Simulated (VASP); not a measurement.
A run of VASP 6.6.1:

File INCAR:

```
ALGO = Normal
EDIFF = 1E-6
ENCUT = 520
GGA = PS
ISIF = 2
ISMEAR = 0
ISPIN = 2
LASPH = True
LCHARG = True
LDAU = True
LDAUJ = 0 0
LDAUL = 3 -1
LDAUPRINT = 1
LDAUTYPE = 2
LDAUU = 6 0
LELF = True
LMAXMIX = 6
LORBIT = 11
LREAL = False
LVHAR = True
LWAVE = False
MAGMOM = 7 0
NBANDS = 23
NELM = 150
PREC = Accurate
SIGMA = 0.05
```

Contents of KPOINTS:

```
k-points
0
Gamma
  6 6 6
```

File POSCAR:

```
GdO
1.0
    0.0000000000      2.7000000000      2.7000000000
    2.7000000000      0.0000000000      2.7000000000
    2.7000000000      2.7000000000      0.0000000000
Gd O
1 1
Direct
    0.0000000000      0.0000000000      0.0000000000
    0.2500000000      0.2500000000      0.2500000000
```

Potentials or basis: VASP PAW PBE potentials, release 64 (Gd, O).

The run is started by

```console
$ cat potpaw_PBE.64/Gd/POTCAR potpaw_PBE.64/O/POTCAR > POTCAR
$ mpirun -np 1 vasp_std > vasp.out
```

Hardware: 1 thread of AMD EPYC 9R45 96-Core Processor (Zen 5) (shared host).

Problem. How long does it take, and how much memory?

Solution. Run time: 25 s on 1 thread of AMD EPYC 9R45 96-Core Processor (Zen 5), on a shared host, peak memory 0.16 GiB. Counts: scf iterations 16, k points 16.
